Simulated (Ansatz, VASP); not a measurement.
This is a calculation of Rh for Ansatz 0.2.0.

Contents of input.yaml:

```yaml
crystal:
  lattice:
    - [2.6917446234, 0.0, 0.0]
    - [-1.3458723117, 2.3311192244, 0.0]
    - [0.0, 0.0, 8.79807013]
  atoms:
    - { symbol: Rh, position: [0.6666666667, 0.3333333333, 0.75] }
    - { symbol: Rh, position: [0.0, 0.0, 0.5] }
    - { symbol: Rh, position: [0.3333333333, 0.6666666667, 0.25] }
    - { symbol: Rh, position: [0.0, 0.0, 0.0] }
hamiltonian:
  xc: pbe
  pseudopotentials: { kind: paw }
kpoints:
  mp_grid: { grid: [11, 11, 3] }
scf:
  occupations: { method: fermi_dirac, width: 0.05 }
output:
  forces: true
  stress: true
  eigenvalues: true
```

Potentials or basis: Ansatz PAW.

Launch:

```sh
$ ansatz run input.yaml --threads 2 --pin off --max-ram 5120MiB --backend cpu --events-out ev --progress --plain --runs-dir out
```

Question: Set up the same calculation for VASP 6.6.1. Potentials there: VASP PAW PBE potentials, release 64 (Rh_pv).

Answer: As run (the cutoff follows the program's own potentials):

INCAR

```
PREC = Accurate ; ENCUT = 520
EDIFF = 1E-6 ; ISMEAR = -1
SIGMA = 0.05 ; LREAL = False
LASPH = True ; NELM = 100
ALGO = Fast ; ISIF = 2
LWAVE = False ; LCHARG = True
GGA = PE ; LELF = True
LVHAR = True ; NBANDS = 38
```

Contents of KPOINTS:

```
regular mesh
0
Gamma
  11 11 3
```

File POSCAR:

```
Rh
1.0
    2.6917446234      0.0000000000      0.0000000000
   -1.3458723117      2.3311192244      0.0000000000
    0.0000000000      0.0000000000      8.7980701300
Rh
4
Direct
    0.6666666667      0.3333333333      0.7500000000
    0.0000000000      0.0000000000      0.5000000000
    0.3333333333      0.6666666667      0.2500000000
    0.0000000000      0.0000000000      0.0000000000
```

Potentials or basis: VASP PAW PBE potentials, release 64 (Rh_pv).

Command:

```console
$ cat potpaw_PBE.64/Rh_pv/POTCAR > POTCAR
$ mpirun -np 1 vasp_std > vasp.out
```

Both were run:

|  | VASP | Ansatz | Ansatz less VASP |
| --- | --- | --- | --- |
| gap on the k mesh at the Fermi level (eV) | none | none | - |
| pressure (GPa) | 5.4 | 5.3 | -0.08 |
| traceless stress, the component that is largest in VASP (GPa) | -1.07 | -1.07 | +0.001 |

A gap of «none» marks a metal or a gap that the smearing closes. VASP's potentials hold 60 valence electrons a cell and Ansatz's 68, so a difference there can come from the potentials and not from the codes.
